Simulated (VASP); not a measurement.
# SrTiO3 (Pm-3m) in VASP: a series of runs

The runs below take SrTiO3 through single point, with r2SCAN.

All numbers are computed with VASP 6.6.1; they aren't measurements. Logs are shortened: lines on timing, memory, paths and dates and some standing lists are left out, and cuts for length are marked.

### 1 The cell of the first run

Symmetry: Pm-3m, No. 221, cubic system. The conventional cell has a = 3.751 Å, b = 3.751 Å, c = 3.751 Å, α = 90.00°, β = 90.00°, γ = 90.00°. Within 3.5 Å of Sr (site symmetry m-3m) lie 12 O at 2.65 Å and 8 Ti at 3.25 Å. Ti (site symmetry m-3m) has 6 O at 1.88 Å within 2.5 Å. Within 2.5 Å of O (site symmetry 4/mmm) lie 2 Ti at 1.88 Å.

### 2 Single point, r2SCAN (strain -4.0%)

Contents of POSCAR:

```
SrTiO3
1.0
    3.7505774415      0.0000000000      0.0000000000
    0.0000000000      3.7505774415      0.0000000000
    0.0000000000      0.0000000000      3.7505774415
Sr Ti O
1 1 3
Direct
    0.0000000000      0.0000000000      0.0000000000
    0.5000000000      0.5000000000      0.5000000000
    0.5000000000      0.5000000000      0.0000000000
    0.5000000000      0.0000000000      0.5000000000
    0.0000000000      0.5000000000      0.5000000000
```

Contents of INCAR.step1:

```
SYSTEM = SrTiO3
PREC     = Accurate       ! precision mode
ENCUT    = 520            ! plane-wave cutoff, eV
ISMEAR   = 0              ! smearing method
SIGMA    = 0.01           ! smearing width, eV
LREAL    = .False.        ! projectors in reciprocal space
LASPH    = .True.         ! aspherical terms in the spheres
NELM     = 60             ! most SCF steps
NBANDS   = 28             ! bands
GGA      = PE             ! functional
ALGO     = Normal         ! electronic algorithm
EDIFF    = 1E-4           ! SCF threshold, eV
LWAVE    = .True.         ! write WAVECAR
LCHARG   = .False.        ! write CHGCAR
```

Contents of INCAR.step2:

```
SYSTEM = SrTiO3
PREC     = Accurate       ! precision mode
ENCUT    = 520            ! plane-wave cutoff, eV
EDIFF    = 1E-6           ! SCF threshold, eV
ISMEAR   = 0              ! smearing method
SIGMA    = 0.01           ! smearing width, eV
LREAL    = .False.        ! projectors in reciprocal space
LASPH    = .True.         ! aspherical terms in the spheres
NELM     = 60             ! most SCF steps
ALGO     = Normal         ! electronic algorithm
ISIF     = 2              ! what is computed and relaxed
LWAVE    = .False.        ! write WAVECAR
LCHARG   = .False.        ! write CHGCAR
METAGGA  = R2SCAN         ! meta-GGA
LMIXTAU  = .True.       
NBANDS   = 28             ! bands
ISTART   = 1
```

Contents of KPOINTS:

```
Automatic mesh
0
Gamma
  6 6 6
  0 0 0
```

Potentials or basis: VASP PAW PBE potentials, release 64 (Sr_sv, Ti_sv, O).

The run is started by

```sh
> cat potpaw_PBE.64/Sr_sv/POTCAR potpaw_PBE.64/Ti_sv/POTCAR potpaw_PBE.64/O/POTCAR > POTCAR
> cp INCAR.step1 INCAR
> mpirun -np 1 vasp_std > vasp.out
> cp INCAR.step2 INCAR
> mpirun -np 1 vasp_std > vasp.out
```

OUTCAR:

```text
SYSTEM = SrTiO3
   PREC = Accurate
   ENCUT = 520
   EDIFF = 1E-6
   ISMEAR = 0
   LREAL = .False.
   LASPH = .True.
   NELM = 60
   ISIF = 2
   METAGGA = R2SCAN
   ISTART = 1

 ion  position               nearest neighbor table
   1  0.000  0.000  0.000-   3 2.65   4 2.65   5 2.65   4 2.65   5 2.65   3 2.65   5 2.65   5 2.65
                             3 2.65   4 2.65   4 2.65   3 2.65   2 3.25   2 3.25   2 3.25   2 3.25
   2  0.500  0.500  0.500-   3 1.88   4 1.88   5 1.88   3 1.88   4 1.88   5 1.88   1 3.25   1 3.25
                             1 3.25   1 3.25   1 3.25   1 3.25   1 3.25   1 3.25
   3  0.500  0.500  0.000-   2 1.88   2 1.88   1 2.65   1 2.65   1 2.65   1 2.65
   4  0.500  0.000  0.500-   2 1.88   2 1.88   1 2.65   1 2.65   1 2.65   1 2.65
   5  0.000  0.500  0.500-   2 1.88   2 1.88   1 2.65   1 2.65   1 2.65   1 2.65

  LATTYP: Found a simple cubic cell.
 ALAT       =     3.7505774415

  Lattice vectors:

 A1 = (   3.7505774415,   0.0000000000,   0.0000000000)
 A2 = (   0.0000000000,   3.7505774415,   0.0000000000)
 A3 = (   0.0000000000,   0.0000000000,   3.7505774415)

Analysis of symmetry for initial positions (statically):
=====================================================================
 Subroutine PRICEL returns:
 Original cell was already a primitive cell.

 Routine SETGRP: Setting up the symmetry group for a
 simple cubic supercell.

 Subroutine GETGRP returns: Found 48 space group operations
 (whereof 48 operations were pure point group operations)
 out of a pool of 48 trial point group operations.

The static configuration has the point symmetry O_h .

Analysis of symmetry for dynamics (positions and initial velocities):
=====================================================================
 Subroutine PRICEL returns:
 Original cell was already a primitive cell.

 Routine SETGRP: Setting up the symmetry group for a
 simple cubic supercell.

 Subroutine GETGRP returns: Found 48 space group operations
 (whereof 48 operations were pure point group operations)
 out of a pool of 48 trial point group operations.

The dynamic configuration has the point symmetry O_h .

 Subroutine INISYM returns: Found 48 space group operations
 (whereof 48 operations are pure point group operations),
 and found     1 'primitive' translations

----------------------------------------------------------------------------------------

                                     Primitive cell

  volume of cell :      52.7587

  direct lattice vectors                    reciprocal lattice vectors
     3.750577441  0.000000000  0.000000000     0.266625610  0.000000000  0.000000000
     0.000000000  3.750577441  0.000000000     0.000000000  0.266625610  0.000000000
     0.000000000  0.000000000  3.750577441     0.000000000  0.000000000  0.266625610

  length of vectors
     3.750577441  3.750577441  3.750577441     0.266625610  0.266625610  0.266625610

  position of ions in fractional coordinates (direct lattice)
     0.000000000  0.000000000  0.000000000
     0.500000000  0.500000000  0.500000000
     0.500000000  0.500000000  0.000000000
     0.500000000  0.000000000  0.500000000
     0.000000000  0.500000000  0.500000000

  ion indices of the primitive-cell ions
   primitive index   ion index
                 1           1
                 2           2
                 3           3
                 4           4
                 5           5

----------------------------------------------------------------------------------------

 KPOINTS: Automatic mesh

Automatic generation of k-mesh.
 Grid dimensions read from file:
 generate k-points for:    6    6    6

 Generating k-lattice:

  Cartesian coordinates                     Fractional coordinates (reciprocal lattice)
     0.044437602  0.000000000  0.000000000     0.166666667  0.000000000  0.000000000
     0.000000000  0.044437602  0.000000000     0.000000000  0.166666667  0.000000000
     0.000000000  0.000000000  0.044437602     0.000000000  0.000000000  0.166666667

  Length of vectors
     0.044437602  0.044437602  0.044437602

  Shift w.r.t. Gamma in fractional coordinates (k-lattice)
     0.000000000  0.000000000  0.000000000

 Subroutine IBZKPT returns following result:
 ===========================================

 Found     20 irreducible k-points:

 Following reciprocal coordinates:
            Coordinates               Weight
  0.000000  0.000000  0.000000      1.000000
  0.166667  0.000000  0.000000      6.000000
  0.333333  0.000000  0.000000      6.000000
  0.500000  0.000000  0.000000      3.000000
  0.166667  0.166667  0.000000     12.000000
  0.333333  0.166667  0.000000     24.000000
[... 12 lines left out ...]
  0.500000  0.500000  0.333333      6.000000
  0.500000  0.500000  0.500000      1.000000
   k-points           NKPTS =     20   k-points in BZ     NKDIM =     20   number of bands    NBANDS=     28
   number of dos      NEDOS =    301   number of ions     NIONS =      5
[... 66 lines left out ...]

 val. band max:        4.8980308989   @ k =   0.5000   0.5000   0.5000
 cond. band min:       7.4236017338   @ k =   0.0000   0.0000   0.0000
 fundamental gap:      2.5255708349
 Fermi energy:         5.0401900080

 k-point     1 :       0.0000    0.0000    0.0000
  band No.  band energies     occupation
      1     -53.2075      2.00000
      2     -28.6277      2.00000
      3     -28.5072      2.00000
      4     -28.5072      2.00000
      5     -28.5072      2.00000
      6     -13.9607      2.00000
[... 20 lines left out ...]
     27      11.0712      0.00000
     28      13.2078      0.00000

 k-point     2 :       0.1667    0.0000    0.0000
  band No.  band energies     occupation
      1     -53.2067      2.00000
      2     -28.6830      2.00000
      3     -28.5058      2.00000
      4     -28.5058      2.00000
      5     -28.4763      2.00000
      6     -13.9827      2.00000
[... 20 lines left out ...]
     27      11.6820      0.00000
     28      13.8881      0.00000

 k-point     3 :       0.3333    0.0000    0.0000
  band No.  band energies     occupation
      1     -53.2050      2.00000
      2     -28.7699      2.00000
      3     -28.5030      2.00000
      4     -28.5030      2.00000
      5     -28.4368      2.00000
      6     -14.1501      2.00000
[... 20 lines left out ...]
     27      12.9216      0.00000
     28      14.1209      0.00000

 k-point     4 :       0.5000    0.0000    0.0000
  band No.  band energies     occupation
      1     -53.2042      2.00000
      2     -28.8091      2.00000
      3     -28.5015      2.00000
      4     -28.5015      2.00000
      5     -28.4208      2.00000
      6     -14.2564      2.00000
[... 20 lines left out ...]
     27      13.6158      0.00000
     28      13.9920      0.00000

 k-point     5 :       0.1667    0.1667    0.0000
  band No.  band energies     occupation
      1     -53.2058      2.00000
      2     -28.6964      2.00000
      3     -28.5422      2.00000
      4     -28.5044      2.00000
      5     -28.4507      2.00000
      6     -13.9340      2.00000
[... 20 lines left out ...]
     27      12.1726      0.00000
     28      14.1617      0.00000

 k-point     6 :       0.3333    0.1667    0.0000
  band No.  band energies     occupation
      1     -53.2041      2.00000
      2     -28.7484      2.00000
      3     -28.5480      2.00000
      4     -28.5016      2.00000
      5     -28.4399      2.00000
      6     -13.9890      2.00000
[... 339 lines left out ...]
      5     -28.4945      2.00000
      6     -13.1064      2.00000
[... 20 lines left out ...]
     27      14.2557      0.00000
     28      14.2557      0.00000

 k-point    18 :       0.5000    0.3333    0.3333
  band No.  band energies     occupation
      1     -53.1992      2.00000
      2     -28.6599      2.00000
      3     -28.6057      2.00000
      4     -28.6044      2.00000
      5     -28.5146      2.00000
      6     -12.9276      2.00000
[... 20 lines left out ...]
     27      14.3050      0.00000
     28      14.9260      0.00000

 k-point    19 :       0.5000    0.5000    0.3333
  band No.  band energies     occupation
      1     -53.1983      2.00000
      2     -28.6401      2.00000
      3     -28.6401      2.00000
      4     -28.6032      2.00000
      5     -28.5247      2.00000
      6     -12.5713      2.00000
[... 20 lines left out ...]
     27      14.5747      0.00000
     28      15.3705      0.00000

 k-point    20 :       0.5000    0.5000    0.5000
  band No.  band energies     occupation
      1     -53.1974      2.00000
      2     -28.6381      2.00000
      3     -28.6381      2.00000
      4     -28.6381      2.00000
      5     -28.5166      2.00000
      6     -12.2922      2.00000
[... 20 lines left out ...]
     27      15.3028      0.00000
     28      15.3029      0.00000

------------------------ aborting loop because EDIFF is reached ----------------------------------------

  FORCE on cell =-STRESS in cart. coord.  units (eV):
  Direction    XX          YY          ZZ          XY          YZ          ZX
  --------------------------------------------------------------------------------------
  -------------------------------------------------------------------------------------
  Total       10.4135875     10.4135875     10.4135875     -0.0000000      0.0000000     -0.0000000
  in kB      316.2398105    316.2398105    316.2398105     -0.0000000      0.0000000     -0.0000000
  external PRESSURE =     316.2398105 kB  Pullay stress =       0.0000000 kB

 VOLUME and BASIS-vectors are now :
 -----------------------------------------------------------------------------
  energy-cutoff  :      520.00
  volume of cell :       52.76
      direct lattice vectors                 reciprocal lattice vectors
     3.750577441  0.000000000  0.000000000     0.266625610  0.000000000  0.000000000
     0.000000000  3.750577441  0.000000000     0.000000000  0.266625610  0.000000000
     0.000000000  0.000000000  3.750577441     0.000000000  0.000000000  0.266625610

 POSITION                                       TOTAL-FORCE (eV/Angst)
 -----------------------------------------------------------------------------------
      0.00000      0.00000      0.00000         0.000000      0.000000      0.000000
      1.87529      1.87529      1.87529         0.000000      0.000000      0.000000
      1.87529      1.87529      0.00000         0.000000      0.000000      0.000000
      1.87529      0.00000      1.87529         0.000000      0.000000      0.000000
      0.00000      1.87529      1.87529         0.000000      0.000000      0.000000
 -----------------------------------------------------------------------------------
    total drift:                                0.000000      0.000000      0.000000

  FREE ENERGIE OF THE ION-ELECTRON SYSTEM (eV)
  ---------------------------------------------------
  free  energy   TOTEN  =       -62.6868865195 eV

  energy  without entropy=      -62.6868865195  energy(sigma->0) =      -62.68688652
```

It took 3.3 min on 1 thread of Intel Xeon 8259CL, shared host; peak memory 0.18 GiB.

What came out:

- Free energy: -62.6869 eV
- Pressure: 31.6 GPa
- Band gap on the k mesh: 2.53 eV (least direct gap 2.81 eV)

Levels at points of the mesh, in eV from the valence-band top:
| k point | band 17 | band 18 | band 19 | band 20 | band 21 | band 22 | band 23 | band 24 |
| --- | --- | --- | --- | --- | --- | --- | --- | --- |
| (0.00, 0.00, 0.00) | -1.44 | -0.29 | -0.29 | -0.29 | 2.53 | 2.53 | 2.53 | 5.49 |
| (0.50, 0.00, 0.00) | -2.68 | -2.41 | -0.73 | -0.73 | 2.76 | 4.89 | 4.89 | 5.61 |
| (0.50, 0.50, 0.00) | -1.72 | -1.72 | -1.66 | -0.12 | 4.90 | 4.90 | 5.43 | 6.85 |
| (0.50, 0.50, 0.50) | -4.13 | 0.00 | 0.00 | 0.00 | 5.75 | 5.75 | 5.75 | 8.14 |

Caveat: the cell differs from its parent crystal (strain -4.0%); the cell stands under pressure; the PAW data sets were made with another functional, which shifts forces and pressure a little. A k mesh can miss the band edges.

[end of part 1 of 2]
